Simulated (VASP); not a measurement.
# Nb (Im-3m) in VASP: notebook, part 2 of 2

VASP 6.6.1. The steps go on from the part before.

### Step 3. Single point, PBEsol

The input, INCAR:

```
PREC = Accurate ; ENCUT = 500
EDIFF = 1E-6 ; ISMEAR = 1
SIGMA = 0.05 ; LREAL = F
LASPH = T ; NELM = 120
ALGO = Normal ; ISIF = 2
LWAVE = F ; LCHARG = T
GGA = PS ; LELF = T
LVHAR = T ; NBANDS = 12
GGA_COMPAT = F
```

The input, KPOINTS:

```
Automatic mesh
0
Gamma
  11 11 11
```

The input, POSCAR:

```
Nb
1.0
   -1.6563047490      1.6563047490      1.6563047490
    1.6563047490     -1.6563047490      1.6563047490
    1.6563047490      1.6563047490     -1.6563047490
Nb
1
Direct
    0.0000000000      0.0000000000      0.0000000000
```

Potentials or basis: VASP PAW PBE potentials, release 64 (Nb_sv).

Launch:

```bash
$ cat potpaw_PBE.64/Nb_sv/POTCAR > POTCAR
$ mpirun -np 1 vasp_std > vasp.out
```

OUTCAR:

```text
PREC = Accurate
   ENCUT = 500
   EDIFF = 1E-6
   ISMEAR = 1
   LREAL = F
   LASPH = T
   NELM = 120
   ISIF = 2
   GGA = PS

 ion  position               nearest neighbor table
   1  0.000  0.000  0.000-

  LATTYP: Found a body centered cubic cell.
 ALAT       =     3.3126094980

  Lattice vectors:

 A1 = (  -1.6563047490,   1.6563047490,   1.6563047490)
 A2 = (   1.6563047490,  -1.6563047490,   1.6563047490)
 A3 = (   1.6563047490,   1.6563047490,  -1.6563047490)

Analysis of symmetry for initial positions (statically):
=====================================================================
 Subroutine PRICEL returns:
 Original cell was already a primitive cell.

 Routine SETGRP: Setting up the symmetry group for a
 body centered cubic supercell.

 Subroutine GETGRP returns: Found 48 space group operations
 (whereof 48 operations were pure point group operations)
 out of a pool of 48 trial point group operations.

The static configuration has the point symmetry O_h .

Analysis of symmetry for dynamics (positions and initial velocities):
=====================================================================
 Subroutine PRICEL returns:
 Original cell was already a primitive cell.

 Routine SETGRP: Setting up the symmetry group for a
 body centered cubic supercell.

 Subroutine GETGRP returns: Found 48 space group operations
 (whereof 48 operations were pure point group operations)
 out of a pool of 48 trial point group operations.

The dynamic configuration has the point symmetry O_h .

 Subroutine INISYM returns: Found 48 space group operations
 (whereof 48 operations are pure point group operations),
 and found     1 'primitive' translations

----------------------------------------------------------------------------------------

                                     Primitive cell
[... 114 lines left out ...]
   GGA     = PS    functional components
   LHFCALC =     F    Hartree Fock is set to
   AEXX    =    0.0000 exact exchange contribution
   IVDW    =     0    specifies the selected vdW correction
   LEPSILON=     F    determine dielectric tensor
   LRPA    =     F    only Hartree local field effects (RPA)
 non-spin polarized calculation
 Methfessel and Paxton  Order N= 1 SIGMA  =   0.05
  energy-cutoff  :      500.00
  volume of cell :       18.18
 maximum number of plane-waves:       472
 NGX is ok and might be reduce to    24
   NGX = 11   NGY = 11   NGZ = 11

 number of electron      13.0000000 magnetization

 Free energy of the ion-electron system (eV)
  ---------------------------------------------------
  ext. energy  EPLUGINS =         0.00000000
  ---------------------------------------------------
  free energy    TOTEN  =       -10.92929961 eV

  energy without entropy =      -10.92900240  energy(sigma->0) =      -10.92920054

 E-fermi :  10.8334     XC(G=0): -12.5860

 val. band max:       10.8205959797   @ k =  -0.1818   0.2727   0.0909
 cond. band min:      10.8360987371   @ k =  -0.3636   0.3636   0.1818
 fundamental gap:      0.0155027573
 Fermi energy:        10.8334307665

 k-point     1 :       0.0000    0.0000    0.0000
  band No.  band energies     occupation
      1     -43.3903      2.00000
      2     -18.7232      2.00000
      3     -18.7232      2.00000
      4     -18.7232      2.00000
      5       4.9601      2.00000
      6      11.2714     -0.00000
      7      11.2714     -0.00000
      8      11.2714     -0.00000
      9      14.1521      0.00000
     10      14.1521      0.00000
     11      25.1057      0.00000
     12      25.1057      0.00000
[... 331 lines left out ...]
 k-point    24 :       0.3636    0.1818    0.0909
  band No.  band energies     occupation
      1     -43.1390      2.00000
      2     -19.8206      2.00000
      3     -19.3262      2.00000
      4     -18.9444      2.00000
      5       8.5245      2.00000
      6       9.3498      2.00000
      7      11.2178     -0.00000
      8      14.5376      0.00000
      9      14.9409      0.00000
     10      19.8958      0.00000
     11      21.2265      0.00000
     12      23.5379      0.00000

 [... further k-points ...]

------------------------ aborting loop because EDIFF is reached ----------------------------------------

  FORCE on cell =-STRESS in cart. coord.  units (eV):
  Direction    XX          YY          ZZ          XY          YZ          ZX
  --------------------------------------------------------------------------------------
  -------------------------------------------------------------------------------------
  Total       -0.6325400     -0.6325400     -0.6325400     -0.0000000     -0.0000000     -0.0000000
  in kB      -55.7593662    -55.7593662    -55.7593662     -0.0000000     -0.0000000     -0.0000000
  external PRESSURE =     -55.7593662 kB  Pullay stress =       0.0000000 kB

 VOLUME and BASIS-vectors are now :
 -----------------------------------------------------------------------------
  energy-cutoff  :      500.00
  volume of cell :       18.18
      direct lattice vectors                 reciprocal lattice vectors
    -1.656304749  1.656304749  1.656304749     0.000000000  0.301876814  0.301876814
     1.656304749 -1.656304749  1.656304749     0.301876814  0.000000000  0.301876814
     1.656304749  1.656304749 -1.656304749     0.301876814  0.301876814  0.000000000

 POSITION                                       TOTAL-FORCE (eV/Angst)
 -----------------------------------------------------------------------------------
      0.00000      0.00000      0.00000         0.000000      0.000000      0.000000
 -----------------------------------------------------------------------------------
    total drift:                                0.000000      0.000000      0.000000

  FREE ENERGIE OF THE ION-ELECTRON SYSTEM (eV)
  ---------------------------------------------------
  free  energy   TOTEN  =       -10.9292996115 eV

  energy  without entropy=      -10.9290023962  energy(sigma->0) =      -10.92920054
```

OSZICAR:

```text
N       E                     dE             d eps       ncg     rms          rms(c)
DAV:   1     0.111800963403E+03    0.11180E+03   -0.70844E+03  1352   0.104E+03
DAV:   2    -0.697412514090E+01   -0.11878E+03   -0.11425E+03  1444   0.375E+02
DAV:   3    -0.111726386824E+02   -0.41985E+01   -0.40465E+01  1916   0.629E+01
DAV:   4    -0.114430112534E+02   -0.27037E+00   -0.26872E+00  1924   0.144E+01
DAV:   5    -0.114501765752E+02   -0.71653E-02   -0.71642E-02  1892   0.193E+00    0.729E+00
DAV:   6    -0.109829572952E+02    0.46722E+00   -0.68080E-01  2144   0.103E+01    0.251E+00
DAV:   7    -0.109255430263E+02    0.57414E-01   -0.19019E-01  2224   0.533E+00    0.990E-01
DAV:   8    -0.109292491032E+02   -0.37061E-02   -0.13869E-02  1604   0.154E+00    0.476E-02
DAV:   9    -0.109292841236E+02   -0.35020E-04   -0.70688E-04  1908   0.209E-01    0.353E-02
DAV:  10    -0.109293020461E+02   -0.17922E-04   -0.31315E-05  1804   0.618E-02    0.139E-02
DAV:  11    -0.109293001420E+02    0.19042E-05   -0.46305E-06  1732   0.338E-02    0.450E-03
DAV:  12    -0.109292996115E+02    0.53041E-06   -0.62020E-07   964   0.127E-02
   1 F= -.10929300E+02 E0= -.10929201E+02  d E =-.297215E-03
```

Wall time 6.7 s (1 thread of Intel Xeon Platinum 8375C at 2.90GHz (Ice Lake), shared host); peak memory 0.14 GiB.

Results:

```
Free energy : -10.9293 eV
Pressure    : -5.6 GPa
```

Levels at points of the mesh, in eV from the Fermi level:
| k point | band 2 | band 3 | band 4 | band 5 | band 6 | band 7 | band 8 | band 9 | band 10 | band 11 |
| --- | --- | --- | --- | --- | --- | --- | --- | --- | --- | --- |
| (0.00, 0.00, 0.00) | -29.56 | -29.56 | -29.56 | -5.87 | 0.44 | 0.44 | 0.44 | 3.32 | 3.32 | 14.27 |

Caveat: the PAW data sets were made with another functional, which shifts forces and pressure a little.

### Step 4. Relaxation of cell and atoms, PBE

This run uses another cell than the first one, of 18.43 Å³/atom, 1.014 times its volume.

The input, INCAR:

```
SYSTEM = Nb
ALGO = Normal
EDIFF = 1E-7
EDIFFG = -0.01
ENCUT = 500
GGA = PE
GGA_COMPAT = .False.
IBRION = 2
ISIF = 3
ISMEAR = 1
LASPH = .True.
LCHARG = .False.
LREAL = .False.
LWAVE = .False.
NELM = 120
NELMIN = 4
NSW = 60
PREC = Accurate
SIGMA = 0.05
```

The input, KPOINTS:

```
k-points
0
Gamma
  8 8 8
  0 0 0
```

The input, POSCAR:

```
Nb
1.0
   -1.6639500000      1.6639500000      1.6639500000
    1.6639500000     -1.6639500000      1.6639500000
    1.6639500000      1.6639500000     -1.6639500000
Nb
1
Direct
    0.0000000000      0.0000000000      0.0000000000
```

Launch:

```bash
$ cat potpaw_PBE.64/Nb_sv/POTCAR > POTCAR
$ mpirun -np 1 vasp_std > vasp.out
```

Wall time 10 s (1 thread of Intel Xeon Platinum 8375C at 2.90GHz (Ice Lake), shared host); peak memory 0.14 GiB.

The run converged. Its results:

```yaml
Free_energy: -10.2422 eV
Relaxed_volume: 18.14 Å³/atom
Relaxed_cell: a = 2.867 Å, b = 2.867 Å, c = 2.867 Å, α = 109.47°, β = 109.47°, γ = 109.47°
Space_group_after_relaxing_to_0.05_Å: Im-3m (No. 229)
Energy_gained_by_relaxing: 2.3 meV/atom
Ionic_steps: 3
Pressure_after_relaxing: 0.0 GPa
```

Step by step:
| step | energy change (eV) | largest force (eV/Å) | pressure (GPa) | volume (Å³) |
| --- | --- | --- | --- | --- |
| 1 | 0.0000 | 0.0000 | -2.58 | 18.43 |
| 2 | 0.0052 | 0.0000 | 5.09 | 17.65 |
| 3 | -0.0023 | 0.0000 | 0.00 | 18.14 |

Final structure:
```
Nb
1.0
    -1.65527    1.65527    1.65527
     1.65527   -1.65527    1.65527
     1.65527    1.65527   -1.65527
Nb
1
Direct
  0.00000 0.00000 0.00000
```

Levels at points of the mesh, in eV from the Fermi level:
```tsv
k point	band 2	band 3	band 4	band 5	band 6	band 7	band 8	band 9	band 10
(0.00, 0.00, 0.00)	-29.54	-29.54	-29.54	-5.75	0.54	0.54	0.54	3.42	3.42
(0.50, 0.00, 0.00)	-30.86	-29.95	-29.55	-3.52	-1.47	2.43	3.45	4.12	6.48
(0.50, 0.50, 0.50)	-30.44	-30.44	-30.44	-3.50	-3.50	5.72	5.72	5.72	9.19
```

### Step 5. Summary

| task | level | cell | k mesh | gap on the mesh (eV) | pressure (GPa) |
| --- | --- | --- | --- | --- | --- |
| single point | PBE | a = 2.869 Å, angles 109.5°, 1 atom | 8 × 8 × 8 | none | -0.3 |
| single point | PBEsol | a = 2.869 Å, angles 109.5°, 1 atom | 11 × 11 × 11 | none | -5.6 |
| relaxation of cell and atoms | PBE | relaxed from a = 2.882 Å, angles 109.5°, 1 atom | 8 × 8 × 8 | none | 0.0 |

Alike in all rows: potentials or basis VASP PAW PBE potentials, release 64 (Nb_sv); no spin polarisation; cutoff (eV) 500; smearing methfessel-paxton 0.05 eV.

Caveats: the PAW data sets were made with another functional, which shifts forces and pressure a little (some runs).

Total energies depend on the potentials used, so only differences within one code and one set of settings carry meaning.
